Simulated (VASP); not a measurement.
Runs of VASP 6.6.1 on MoSe. The structure is that of space group F-43m (No. 216), or close to it. The cells are those of the table. 

```csv
task,spin,cell,k mesh,cutoff (eV),gap on the mesh (eV),pressure (GPa),moment (μB)
single point,collinear,"a = 4.412 Å, angles 60.0°, 2 atoms",6 × 6 × 6,520,none,-0.8,4.00
single point,off,"a = 4.417 Å, angles 60.0°, 2 atoms",12 × 12 × 12,520,0.61,-5.4,-
relaxation of cell and atoms,collinear,"relaxed from a = 3.831 Å, angles 60.0°, 2 atoms",6 × 6 × 6,600,none,-0.1,4.00
single point,off,"a = 4.475 Å, angles 60.0°, 2 atoms",12 × 12 × 12,520,(c),-6.4,-
single point,off,"a = 4.201 Å, angles 60.0°, 2 atoms",12 × 12 × 12,520,none,-0.7,-
single point,off,"a = 4.101 Å, angles 60.0°, 2 atoms",12 × 12 × 12,520,0.02,1.3,-
single point,off,"a = 4.358 Å, angles 60.0°, 2 atoms",12 × 12 × 12,520,0.44,-4.1,-
single point,off,"a = 4.242 Å, angles 60.0°, 2 atoms",12 × 12 × 12,520,(a),(d),-
single point,off,"a = 4.296 Å, angles 60.0°, 2 atoms",12 × 12 × 12,520,(b),-2.5,-
```

Alike in all rows: level PBE+U; potentials or basis VASP PAW PBE potentials, release 64 (Mo_sv, Se); Mo d U = 4.38 eV; smearing gaussian 0.1 eV.

Question: Fill in the values left out.

Answer: (a) 0.08; (b) 0.26; (c) 0.76; (d) -1.3.

Caveats: the cell stands under tension (at least some runs); U without spin polarisation on a metal has little footing (at least some runs); the smearing spreads over this small gap (at least some runs).

A k mesh can miss the band edges, and the runs leave out spin-orbit coupling on Mo, Se.

A gap of «none» marks levels without a gap at the run's occupations.
